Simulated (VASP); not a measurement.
Input of a VASP 6.6.1 run:

Contents of INCAR:

```
SYSTEM = AlRu
ALGO = Fast ; EDIFF = 1E-6
ENCUT = 520 ; GGA = PS
ISIF = 2 ; ISMEAR = 0
LASPH = .TRUE. ; LCHARG = .FALSE.
LREAL = .FALSE. ; LWAVE = .FALSE.
NBANDS = 16 ; NELM = 100
PREC = Accurate ; SIGMA = 0.05
```

The input KPOINTS:

```
k-points
0
G
  8 8 8
  0 0 0
```

POSCAR

```
AlRu
1.0
    2.9916000000      0.0000000000      0.0000000000
    0.0000000000      2.9916000000      0.0000000000
    0.0000000000      0.0000000000      2.9916000000
Ru Al
1 1
Direct
    0.4970030000      0.5110170000      0.4878020000
   -0.0043240000     -0.0088300000      0.0100190000
```

Potentials or basis: VASP PAW PBE potentials, release 64 (Ru_pv, Al).

Launch:

```bash
$ cat potpaw_PBE.64/Ru_pv/POTCAR potpaw_PBE.64/Al/POTCAR > POTCAR
$ mpirun -np 1 vasp_std > vasp.out
```

What does it give for the band gap on the k mesh?

Zero (an odd number of electrons rules out a gap without spin polarisation).

Predict the pressure.

-2.3 GPa.

Estimate the largest force.

0.684 eV/Å.

Forces in eV/Å, atoms in the order of the input:
```
Ru  -0.031 -0.456  0.509
Al   0.031  0.456 -0.509
```

Caveat: the PAW data sets were made with another functional, which shifts forces and pressure a little.
